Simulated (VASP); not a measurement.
Wanted: the native input for a VASP 6.6.1 run.

```yaml
Task: single point
Functional: PBE
Potentials_or_basis: VASP PAW PBE potentials, release 64 (Ba_sv, Zr_sv, O)
Cutoff: 520 eV
k_mesh: 6 × 6 × 4
Occupations: gaussian, width 0.1 eV
Spin: no spin polarisation
Dipole_correction: no
Further_INCAR_settings: ALGO = Normal; EDIFF = 1e-06; NBANDS = 34
```

The structure of Ba2ZrO3 lies in POSCAR:

```
Ba2ZrO3
1.0
    5.6518010700      0.0000000000      0.0000000000
   -2.8259005400      4.8946033100      0.0000000000
    0.0000000000      0.0000000000      3.9696529900
Ba Zr O
2 1 3
Direct
    0.6666666700      0.3333333300      0.9631379800
    0.3333333300      0.6666666700      0.9631379800
    0.0000000000      0.0000000000      0.8888130200
    0.5000000000      0.5000000000      0.4595159900
    0.5000000000      0.0000000000      0.4595159900
    0.0000000000      0.5000000000      0.4595159900
```

The cell was built from a structure type or drawn by symmetry, and may not be a known phase.

These files were run (other wordings do the same):

INCAR

```
SYSTEM = Ba2ZrO3
PREC = Accurate
ENCUT = 520
EDIFF = 1E-6
ISMEAR = 0
SIGMA = 0.1
LREAL = .False.
LASPH = .True.
NELM = 80
ALGO = Normal
ISIF = 2
LWAVE = .False.
LCHARG = .False.
GGA = PE
NBANDS = 34
```

KPOINTS

```
regular mesh
0
Gamma
  6 6 4
  0 0 0
```

Potentials or basis: VASP PAW PBE potentials, release 64 (Ba_sv, Zr_sv, O).

Launch:

```sh
$ cat potpaw_PBE.64/Ba_sv/POTCAR potpaw_PBE.64/Zr_sv/POTCAR potpaw_PBE.64/O/POTCAR > POTCAR
$ mpirun -np 1 vasp_std > vasp.out
```

It gave:

```
Pressure               : 10.0 GPa
Largest force          : 1.475 eV/Å
Band gap on the k mesh : zero (bands 25 and 26 overlap by 0.36 eV)
```

Caveat: the k points lie up to 0.40 Å⁻¹ apart; spin-orbit coupling is left out, which moves the levels of the heavy elements; forces of over 1 eV/Å act on the atoms, so gaps and moduli don't describe the material at rest.

Wall time 3.5 min on 1 thread of Intel Xeon 8259CL (shared host), peak memory 0.26 GiB.
